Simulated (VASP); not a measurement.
# Te2Mo: single point with PBE

Crystal: Te2Mo.

```
CELL_PARAMETERS angstrom
3.51820 0.00000 0.00000
-1.75910 3.04685 0.00000
0.00000 0.00000 13.97360
ATOMIC_POSITIONS crystal
Te 0.33333 0.66667 0.62100
Te 0.66667 0.33333 0.12100
Te 0.33333 0.66667 0.87900
Te 0.66667 0.33333 0.37900
Mo 0.33333 0.66667 0.25000
Mo 0.66667 0.33333 0.75000
```

```yaml
Program: VASP 6.6.1
Task: single point
Functional: PBE
Potentials_or_basis: VASP PAW PBE potentials, release 64 (Te, Mo_sv)
Cutoff: 520 eV
k_mesh: 8 × 8 × 2
Occupations: fermi-dirac, width 0.1 eV
Spin: no spin polarisation
Dipole_correction: no
Further_INCAR_settings: ALGO = Normal; EDIFF = 1e-06; NBANDS = 35
```

The pressure is 2.9 GPa. The largest force is 0.189 eV/Å. The band gap on the k mesh is 0.80 eV (least direct gap 1.21 eV).

Forces in eV/Å, atoms in the order of the input:
```
Te   0.000  0.000 -0.189
Te   0.000  0.000 -0.189
Te   0.000  0.000  0.189
Te   0.000  0.000  0.189
Mo   0.000  0.000  0.000
Mo   0.000  0.000  0.000
```

Stress tensor (GPa, compression positive):
```
2.69 0.00 0.00
0.00 2.69 0.00
0.00 0.00 3.44
```

Levels at points of the mesh, in eV from the valence-band top:
```
           k point  band 24  band 25  band 26  band 27  band 28  band 29
(0.00, 0.00, 0.00)    -1.03    -0.32     0.00     2.90     2.90     3.03
(0.50, 0.00, 0.00)    -0.96    -0.61    -0.32     1.26     1.32     1.45
(0.00, 0.00, 0.50)    -1.04    -0.08    -0.08     2.94     2.94     2.94
(0.50, 0.00, 0.50)    -0.97    -0.47    -0.47     1.28     1.28     1.64
```

Wall time 3.5 min on 1 thread of AMD EPYC 7R43 64-Core Processor (Zen 3), with other jobs on the host, peak memory 0.28 GiB.

Caveat: spin-orbit coupling is left out, which moves the levels of the heavy elements; this functional lacks dispersion, which binds the layers, so the pressure and a relaxed spacing across them are unreliable. A hybrid or GW would open this gap; PBE tends to underestimate it.
